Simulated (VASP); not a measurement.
Re:

```
CELL_PARAMETERS angstrom
2.79713 0.00000 0.00000
-1.39857 2.42239 0.00000
0.00000 0.00000 4.51687
ATOMIC_POSITIONS crystal
Re 0.66667 0.33333 0.75000
Re 0.33333 0.66667 0.25000
```

Base run:

| Item | Value |
| --- | --- |
| Program | VASP 6.6.1 |
| Functional | LDA |
| Potentials or basis | VASP PAW LDA potentials, release 64 (Re) |
| Cutoff | 520 eV |
| k mesh | 11 × 11 × 6 |
| Occupations | fermi-dirac, width 0.05 eV |
| Spin | no spin polarisation |

Its results: band gap on the k mesh zero (band 7 reaches 8.70 eV, above the bottom of band 8 at 5.73 eV); pressure -22.2 GPa.

Task: The run is repeated on the same cell with these changes: functional from LDA to PBEsol; potentials or basis from VASP PAW LDA potentials, release 64 (Re) to VASP PAW PBE potentials, release 64 (Re). What comes out?

Result: Band gap on the k mesh zero (band 7 reaches 8.48 eV, above the bottom of band 8 at 5.63 eV); pressure -17.9 GPa.

Caveats: spin-orbit coupling is left out, which moves the levels of the heavy elements; the PAW data sets were made with another functional, which shifts forces and pressure a little (some runs).
